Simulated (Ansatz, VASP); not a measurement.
# Two plane-wave programs on MgTe

```
CELL_PARAMETERS angstrom
4.38428 0.00000 0.00000
-2.19214 3.79690 0.00000
0.00000 0.00000 6.98125
ATOMIC_POSITIONS crystal
Mg 0.66667 0.33333 0.49626
Mg 0.33333 0.66667 0.99626
Te 0.33333 0.66667 0.37874
Te 0.66667 0.33333 0.87874
```

Alike in both runs: task single point; functional PBEsol; k mesh 6 × 6 × 4; occupations gaussian, width 0.1 eV; no spin polarisation.

```csv
,VASP,Ansatz
version,VASP 6.6.1,Ansatz 0.2.0
potentials or method,"VASP PAW PBE potentials, release 64 (Mg, Te), cutoff 600 eV","scalar-relativistic, plane waves, PAW"
valence electrons in the cell,16,52
```

|  | VASP | Ansatz | Ansatz less VASP |
| --- | --- | --- | --- |
| gap on the k mesh at the Fermi level (eV) | 2.80 | 2.81 | +0.017 |
| least direct gap on the mesh (eV) | 2.94 | 2.93 | -0.006 |
| pressure (GPa) | 6.8 | 6.7 | -0.12 |
| traceless stress, the component that is largest in VASP (GPa) | 0.15 | 0.15 | 0.000 |
| rms of the force components (eV/Å) | 0.004 | 0.004 | -0.0001 |

VASP's potentials were made for PBE, not for PBEsol. Atom by atom the forces differ by 0.000 eV/Å (rms over components). VASP's potentials hold 16 valence electrons a cell and Ansatz's 52, so a difference there can come from the potentials and not from the codes.

Spin-orbit coupling is off throughout.
